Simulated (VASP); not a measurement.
Wanted: the native input for a VASP 6.6.1 run.

| Quantity | Value |
| --- | --- |
| Task | single point |
| Functional | PBEsol |
| Potentials or basis | VASP PAW PBE potentials, release 64 (Mn_pv, Sb) |
| Cutoff | 520 eV |
| k mesh | 3 × 6 × 6 |
| Occupations | fermi-dirac, width 0.1 eV |
| Spin | collinear spin, ferromagnetic start |
| Starting moments | [3.2, 3.2, 3.2, 3.2, 3.2, 3.2, 0.0, 0.0] μB |
| Dipole correction | no |
| Further INCAR settings | ALGO = Normal; EDIFF = 1e-06; NBANDS = 58 |

The structure of Mn3Sb lies in POSCAR:

```
Mn3Sb
1.0
    0.0000000000      5.9882440000      5.9882440000
    2.9941220000      0.0000000000      2.9941220000
    2.9941220000      2.9941220000      0.0000000000
Mn Sb
6 2
Direct
    0.3750000000      0.7500000000      0.7500000000
    0.1250000000      0.2500000000      0.2500000000
    0.0000000000      0.0000000000      0.0000000000
    0.8750000000      0.7500000000      0.7500000000
    0.6250000000      0.2500000000      0.2500000000
    0.5000000000      0.0000000000      0.0000000000
    0.2500000000      0.5000000000      0.5000000000
    0.7500000000      0.5000000000      0.5000000000
```

The input as run:

INCAR

```
SYSTEM = Mn3Sb
ALGO = Normal
EDIFF = 1E-6
ENCUT = 520
GGA = PS
ISIF = 2
ISMEAR = -1
ISPIN = 2
LASPH = .TRUE.
LCHARG = .FALSE.
LMAXMIX = 4
LORBIT = 11
LREAL = .FALSE.
LWAVE = .FALSE.
MAGMOM = 3.2 3.2 3.2 3.2 3.2 3.2 0 0
NBANDS = 58
NELM = 150
PREC = Accurate
SIGMA = 0.1
```

KPOINTS

```
k-points
0
G
  3 6 6
  0 0 0
```

Potentials or basis: VASP PAW PBE potentials, release 64 (Mn_pv, Sb).

Launch:

```bash
$ cat potpaw_PBE.64/Mn_pv/POTCAR potpaw_PBE.64/Sb/POTCAR > POTCAR
$ mpirun -np 1 vasp_std > vasp.out
```

Results of the run:

The pressure is -8.2 GPa and the net moment is 4.06 μB per cell. The site moments are Mn -0.48, +2.88 (each value once); Sb +0.03 μB and the valence electrons inside the program's atomic spheres are Mn 11.88, 11.69 (each value once); Sb 2.56.

Caveat: the cell stands under tension; the PAW data sets were made with another functional, which shifts forces and pressure a little; the run started ferromagnetic, and an antiferromagnetic order may lie lower in energy.

Run time: 2.9 min on 1 thread of Intel(R) Xeon(R) 6975P-C (Granite Rapids) (shared host), peak memory 0.38 GiB.
